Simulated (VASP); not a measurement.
# Zr3S2 (R32) in VASP: further runs, part 2 of 3

VASP 6.6.1. Earlier steps stand in the parts before.

## 3. Single point, PBE (strain -0.050 along x and y, +0.025 along z)

File INCAR:

```
SYSTEM = Zr3S2
PREC = Accurate ; ENCUT = 520
EDIFF = 1E-7 ; ISMEAR = 0
SIGMA = 0.15 ; LREAL = .False.
LASPH = .True. ; NELM = 100
ALGO = Normal ; ISIF = 2
LWAVE = .False. ; LCHARG = .False.
GGA = PE ; NBANDS = 32
```

File KPOINTS:

```
Automatic mesh
0
Gamma
  12 12 12
  0 0 0
```

File POSCAR:

```
Zr3S2
1.0
    2.7504512434      1.5879737658      3.5673835659
   -2.7504512434      1.5879737658      3.5673835659
    0.0000000000     -3.1759475315      3.5673835659
Zr S
3 2
Direct
    0.1621066357      0.8378933643      0.5000000000
    0.5000000000      0.1621066357      0.8378933643
    0.8378933643      0.5000000000      0.1621066357
    0.3347765468      0.3347765468      0.3347765468
    0.6652234532      0.6652234532      0.6652234532
```

Potentials or basis: VASP PAW PBE potentials, release 64 (Zr_sv, S).

Started as:

```bash
> cat potpaw_PBE.64/Zr_sv/POTCAR potpaw_PBE.64/S/POTCAR > POTCAR
> mpirun -np 1 vasp_std > vasp.out
```

OUTCAR:

```text
SYSTEM = Zr3S2
   PREC = Accurate
   ENCUT = 520
   EDIFF = 1E-7
   ISMEAR = 0
   LREAL = .False.
   LASPH = .True.
   NELM = 100
   ISIF = 2
   GGA = PE

 ion  position               nearest neighbor table
   1  0.162  0.838  0.500-   4 2.56   5 2.56   5 2.57   4 2.57   2 3.15   3 3.15   3 3.15   2 3.15
                             3 3.22   2 3.22   2 3.57   3 3.57
   2  0.500  0.162  0.838-   4 2.56   5 2.56   4 2.57   5 2.57   1 3.15   1 3.15   3 3.15   3 3.15
                             3 3.22   1 3.22   1 3.57   3 3.57
   3  0.838  0.500  0.162-   5 2.56   4 2.56   5 2.57   4 2.57   1 3.15   1 3.15   2 3.15   2 3.15
                             2 3.22   1 3.22   1 3.57   2 3.57
   4  0.335  0.335  0.335-   2 2.56   3 2.56   1 2.56   2 2.57   1 2.57   3 2.57
   5  0.665  0.665  0.665-   3 2.56   2 2.56   1 2.56   3 2.57   1 2.57   2 2.57

  LATTYP: Found a trigonal (rhomboedric) cell.
 ALAT       =     4.7762818415
 COS(alpha) =     0.3367794031

  Lattice vectors:

 A1 = (   2.7504512434,   1.5879737658,   3.5673835659)
 A2 = (  -2.7504512434,   1.5879737658,   3.5673835659)
 A3 = (   0.0000000000,  -3.1759475315,   3.5673835659)

Analysis of symmetry for initial positions (statically):
=====================================================================
 Subroutine PRICEL returns:
 Original cell was already a primitive cell.

 Routine SETGRP: Setting up the symmetry group for a
 trigonal (rhombohedral) supercell.

 Subroutine GETGRP returns: Found  6 space group operations
 (whereof  6 operations were pure point group operations)
 out of a pool of 12 trial point group operations.

The static configuration has the point symmetry D_3 .

Analysis of symmetry for dynamics (positions and initial velocities):
=====================================================================
 Subroutine PRICEL returns:
 Original cell was already a primitive cell.

 Routine SETGRP: Setting up the symmetry group for a
 trigonal (rhombohedral) supercell.

 Subroutine GETGRP returns: Found  6 space group operations
 (whereof  6 operations were pure point group operations)
[... 124 lines left out ...]
   EFERMI_NEDOS =   21; number of points for ismear=-14 and -15
   IALGO  =     38    algorithm
   IMIX   =      4    mixing-type and parameters
     AMIX     =   0.40;   BMIX     =  1.00
     AMIX_MAG =   1.60;   BMIX_MAG =  1.00
  volume/ion in A,a.u.               =      18.70       126.18
  Fermi-wavevector in a.u.,A,eV,Ry     =   1.310909  2.477258 23.381364  1.718482
  Thomas-Fermi vector in A             =   2.441407
   LORBIT       =      0    0 simple, 1 ext, 2 COOP (PROOUT), +10 PAW based schemes
   GGA     = PE    functional components
   LHFCALC =     F    Hartree Fock is set to
   AEXX    =    0.0000 exact exchange contribution
   IVDW    =     0    specifies the selected vdW correction
   LEPSILON=     F    determine dielectric tensor
   LRPA    =     F    only Hartree local field effects (RPA)
 non-spin polarized calculation
 Gauss-broadening in eV      SIGMA  =   0.15
  energy-cutoff  :      520.00
  volume of cell :       93.49
 maximum number of plane-waves:      2538
   NGX = 17   NGY = 17   NGZ = 17

 number of electron      47.9999999 magnetization

 Free energy of the ion-electron system (eV)
  ---------------------------------------------------
  ext. energy  EPLUGINS =         0.00000000
  ---------------------------------------------------
  free energy    TOTEN  =       -38.88513149 eV

  energy without entropy =      -38.85957188  energy(sigma->0) =      -38.87235169

 E-fermi :   9.8297     XC(G=0): -11.3069

 val. band max:        9.8291359676   @ k =   0.0833   0.0000   0.0000
 cond. band min:       9.8359383411   @ k =  -0.4167   0.0833   0.0000
 fundamental gap:      0.0068023735
 Fermi energy:         9.8296667858

 k-point     1 :       0.0000    0.0000    0.0000
  band No.  band energies     occupation
      1     -39.0458      2.00000
      2     -38.9097      2.00000
      3     -38.9097      2.00000
      4     -17.3288      2.00000
      5     -17.2918      2.00000
      6     -17.2533      2.00000
[... 829 lines left out ...]
     31      13.2596      0.00000
     32      13.7442      0.00000

 [... further k-points ...]
[... 5 lines left out ...]
  --------------------------------------------------------------------------------------
  -------------------------------------------------------------------------------------
  Total        7.8130846      7.8130846      2.8440424      0.0000000      0.0000000     -0.0000000
  in kB      133.9012950    133.9012950     48.7414365      0.0000000      0.0000000     -0.0000000
  external PRESSURE =     105.5146755 kB  Pullay stress =       0.0000000 kB

 VOLUME and BASIS-vectors are now :
 -----------------------------------------------------------------------------
  energy-cutoff  :      520.00
  volume of cell :       93.49
      direct lattice vectors                 reciprocal lattice vectors
     2.750451243  1.587973766  3.567383566     0.181788352  0.104955554  0.093439163
    -2.750451243  1.587973766  3.567383566    -0.181788352  0.104955554  0.093439163
     0.000000000 -3.175947531  3.567383566     0.000000000 -0.209911108  0.093439163

 POSITION                                       TOTAL-FORCE (eV/Angst)
 -----------------------------------------------------------------------------------
     -1.85872      0.00000      5.35108        -0.293721     -0.000000     -0.000000
      0.92936     -1.60970      5.35108         0.146860     -0.254370      0.000000
      0.92936      1.60970      5.35108         0.146860      0.254370      0.000000
      0.00000      0.00000      3.58283         0.000000     -0.000000     -0.023454
      0.00000      0.00000      7.11932         0.000000      0.000000      0.023454
 -----------------------------------------------------------------------------------
    total drift:                                0.000000     -0.000000      0.000000

  FREE ENERGIE OF THE ION-ELECTRON SYSTEM (eV)
  ---------------------------------------------------
  free  energy   TOTEN  =       -38.8851314946 eV

  energy  without entropy=      -38.8595718845  energy(sigma->0) =      -38.87235169
```

OSZICAR:

```text
N       E                     dE             d eps       ncg     rms          rms(c)
DAV:   1     0.449745749171E+03    0.44975E+03   -0.25052E+04 12128   0.148E+03
DAV:   2    -0.279970268555E+01   -0.45255E+03   -0.43591E+03 14040   0.415E+02
DAV:   3    -0.378165846393E+02   -0.35017E+02   -0.34148E+02 19496   0.917E+01
DAV:   4    -0.404645591837E+02   -0.26480E+01   -0.26372E+01 17968   0.221E+01
DAV:   5    -0.405594107583E+02   -0.94852E-01   -0.94837E-01 17696   0.406E+00    0.270E+01
DAV:   6    -0.389547233158E+02    0.16047E+01   -0.45833E+00 14416   0.108E+01    0.126E+01
DAV:   7    -0.388906513113E+02    0.64072E-01   -0.11670E+00 20504   0.491E+00    0.379E+00
DAV:   8    -0.388873541735E+02    0.32971E-02   -0.19027E-01 14464   0.201E+00    0.599E-01
DAV:   9    -0.388848729430E+02    0.24812E-02   -0.27625E-02 15128   0.747E-01    0.289E-01
DAV:  10    -0.388851445128E+02   -0.27157E-03   -0.38208E-03 17424   0.446E-01    0.458E-02
DAV:  11    -0.388851426252E+02    0.18876E-05   -0.22694E-04 15928   0.776E-02    0.621E-02
DAV:  12    -0.388851301921E+02    0.12433E-04   -0.43530E-05 16288   0.408E-02    0.550E-03
DAV:  13    -0.388851315517E+02   -0.13595E-05   -0.32799E-06 18880   0.912E-03    0.176E-03
DAV:  14    -0.388851314946E+02    0.57099E-07   -0.49992E-08 10376   0.154E-03
   1 F= -.38885131E+02 E0= -.38872352E+02  d E =-.255596E-01
```

stdout:

```text
POSCAR found type information on POSCAR ZrS
 POSCAR found :  2 types and       5 ions
 scaLAPACK will be used
 LDA part: xc-table for (Slater+PW92), standard interpolation
 POSCAR, INCAR and KPOINTS ok, starting setup
 FFT: planning ... GRIDC
 FFT: planning ... GRID_SOFT
 FFT: planning ... GRID
 WAVECAR not read
 entering main loop
```

It took 4.6 min on 1 thread of AMD EPYC 9R45 (Zen 5), shared host; peak memory 0.49 GiB.

What came out:

```
Free energy            : -38.8851 eV
Pressure               : 10.6 GPa
Largest force          : 0.294 eV/Å
Band gap on the k mesh : zero (band 24 reaches 10.02 eV, above the bottom of band 25 at 9.55 eV)
```

Forces on the atoms (eV/Å):
```
Zr  -0.294  0.000  0.000
Zr   0.147 -0.254  0.000
Zr   0.147  0.254  0.000
S    0.000  0.000 -0.023
S    0.000  0.000  0.023
```

Levels at points of the mesh, in eV from the Fermi level:
| k point | band 21 | band 22 | band 23 | band 24 | band 25 | band 26 | band 27 | band 28 |
| --- | --- | --- | --- | --- | --- | --- | --- | --- |
| (0.00, 0.00, 0.00) | -2.86 | -1.86 | 0.11 | 0.11 | 0.77 | 0.77 | 1.84 | 3.08 |
| (0.50, 0.00, 0.00) | -1.31 | -1.23 | -0.90 | -0.66 | -0.16 | 0.99 | 1.83 | 2.09 |
| (0.50, 0.50, 0.00) | -2.14 | -1.15 | -0.94 | -0.39 | -0.28 | 1.05 | 2.06 | 2.11 |
| (0.50, 0.50, 0.50) | -0.82 | -0.71 | -0.16 | -0.16 | 0.53 | 0.53 | 1.23 | 1.23 |

Caveat: the cell differs from its parent crystal (strain -0.050 along x and y, +0.025 along z).

## 4. Single point, PBE (strain -0.050 along x and y, +0.050 along z)

File INCAR:

```
PREC = Accurate
ENCUT = 520
EDIFF = 1E-6
ISMEAR = 0
SIGMA = 0.15
LREAL = False
LASPH = True
NELM = 60
ALGO = Normal
ISIF = 2
LWAVE = False
LCHARG = False
GGA = PE
NBANDS = 32
```

File KPOINTS:

```
Automatic mesh
0
Gamma
  12 12 12
```

Edit POSCAR of step 3 so:

```diff
@@ -2,5 +2,5 @@
 1.0
-    2.7504512434      1.5879737658      3.5673835659
-   -2.7504512434      1.5879737658      3.5673835659
-    0.0000000000     -3.1759475315      3.5673835659
+    2.7504512434      1.5879737658      3.6543929211
+   -2.7504512434      1.5879737658      3.6543929211
+    0.0000000000     -3.1759475315      3.6543929212
 Zr S
```

Potentials or basis: VASP PAW PBE potentials, release 64 (Zr_sv, S).

Started as:

```bash
> cat potpaw_PBE.64/Zr_sv/POTCAR potpaw_PBE.64/S/POTCAR > POTCAR
> mpirun -np 1 vasp_std > vasp.out
```

OUTCAR:

```text
PREC = Accurate
   ENCUT = 520
   EDIFF = 1E-6
   ISMEAR = 0
   LREAL = False
   LASPH = True
   NELM = 60
   ISIF = 2
   GGA = PE

 ion  position               nearest neighbor table
   1  0.162  0.838  0.500-   4 2.59   5 2.59   5 2.60   4 2.60   2 3.15   3 3.15   3 3.15   2 3.15
                             3 3.22   2 3.22   2 3.65   3 3.65
   2  0.500  0.162  0.838-   5 2.59   4 2.59   5 2.60   4 2.60   1 3.15   1 3.15   3 3.15   3 3.15
                             3 3.22   1 3.22   3 3.65   1 3.65
   3  0.838  0.500  0.162-   4 2.59   5 2.59   4 2.60   5 2.60   1 3.15   1 3.15   2 3.15   2 3.15
                             2 3.22   1 3.22   2 3.65   1 3.65
[... 1048 lines left out ...]
  Total        6.3521222      6.3521222     -0.4528538      0.0000000     -0.0000000      0.0000000
  in kB      106.2712190    106.2712190     -7.5762586      0.0000000     -0.0000000      0.0000000
  external PRESSURE =      68.3220598 kB  Pullay stress =       0.0000000 kB

 VOLUME and BASIS-vectors are now :
 -----------------------------------------------------------------------------
  energy-cutoff  :      520.00
  volume of cell :       95.77
      direct lattice vectors                 reciprocal lattice vectors
     2.750451243  1.587973766  3.654392921     0.181788352  0.104955554  0.091214421
    -2.750451243  1.587973766  3.654392921    -0.181788352  0.104955554  0.091214421
     0.000000000 -3.175947531  3.654392921     0.000000000 -0.209911108  0.091214421

 POSITION                                       TOTAL-FORCE (eV/Angst)
 -----------------------------------------------------------------------------------
     -1.85872      0.00000      5.48159        -0.213900      0.000000      0.000000
      0.92936     -1.60970      5.48159         0.106950     -0.185243      0.000000
      0.92936      1.60970      5.48159         0.106950      0.185243     -0.000000
      0.00000      0.00000      3.67022         0.000000     -0.000000     -0.056385
      0.00000      0.00000      7.29296         0.000000      0.000000      0.056385
 -----------------------------------------------------------------------------------
    total drift:                                0.000000     -0.000000      0.000000

  FREE ENERGIE OF THE ION-ELECTRON SYSTEM (eV)
  ---------------------------------------------------
  free  energy   TOTEN  =       -38.9146099833 eV

  energy  without entropy=      -38.8883083405  energy(sigma->0) =      -38.90145916
```

OSZICAR:

```text
N       E                     dE             d eps       ncg     rms          rms(c)
DAV:   1     0.448582813504E+03    0.44858E+03   -0.25039E+04 12144   0.147E+03
DAV:   2    -0.294965823311E+01   -0.45153E+03   -0.43481E+03 14144   0.413E+02
DAV:   3    -0.379331577279E+02   -0.34983E+02   -0.34123E+02 19624   0.910E+01
DAV:   4    -0.405130270947E+02   -0.25799E+01   -0.25694E+01 17832   0.218E+01
DAV:   5    -0.406111093999E+02   -0.98082E-01   -0.98064E-01 17832   0.407E+00    0.255E+01
DAV:   6    -0.389937880874E+02    0.16173E+01   -0.46297E+00 14376   0.108E+01    0.119E+01
DAV:   7    -0.389200455500E+02    0.73743E-01   -0.11441E+00 20624   0.486E+00    0.362E+00
DAV:   8    -0.389163962632E+02    0.36493E-02   -0.17145E-01 14592   0.190E+00    0.590E-01
DAV:   9    -0.389143625899E+02    0.20337E-02   -0.25919E-02 15256   0.716E-01    0.284E-01
DAV:  10    -0.389146126181E+02   -0.25003E-03   -0.36597E-03 17392   0.431E-01    0.506E-02
DAV:  11    -0.389146241257E+02   -0.11508E-04   -0.25825E-04 16000   0.773E-02    0.629E-02
DAV:  12    -0.389146085842E+02    0.15541E-04   -0.68319E-05 14856   0.479E-02    0.870E-03
DAV:  13    -0.389146100510E+02   -0.14668E-05   -0.47374E-06 15864   0.121E-02    0.198E-03
DAV:  14    -0.389146099833E+02    0.67737E-07   -0.20371E-07 10376   0.290E-03
   1 F= -.38914610E+02 E0= -.38901459E+02  d E =-.263016E-01
```

stdout:

```text
POSCAR found type information on POSCAR ZrS
 POSCAR found :  2 types and       5 ions
 scaLAPACK will be used
 LDA part: xc-table for (Slater+PW92), standard interpolation
 POSCAR, INCAR and KPOINTS ok, starting setup
 FFT: planning ... GRIDC
 FFT: planning ... GRID_SOFT
 FFT: planning ... GRID
 WAVECAR not read
 entering main loop
```

Run time: 16 min. Hardware: 1 thread of AMD EPYC 7R43 (Zen 3), shared host; peak memory 0.49 GiB.

Results:

```yaml
Free_energy: -38.9146 eV
Pressure: 6.8 GPa
Largest_force: 0.214 eV/Å
Band_gap_on_the_k_mesh: zero (band 24 reaches 9.69 eV, above the bottom of band 25 at 9.21 eV)
```

Forces on the atoms (eV/Å):
```
Zr  -0.214  0.000  0.000
Zr   0.107 -0.185  0.000
Zr   0.107  0.185  0.000
S    0.000  0.000 -0.056
S    0.000  0.000  0.056
```

Caveat: the cell differs from its parent crystal (strain -0.050 along x and y, +0.050 along z).

(Continued in part 3 of 3.)
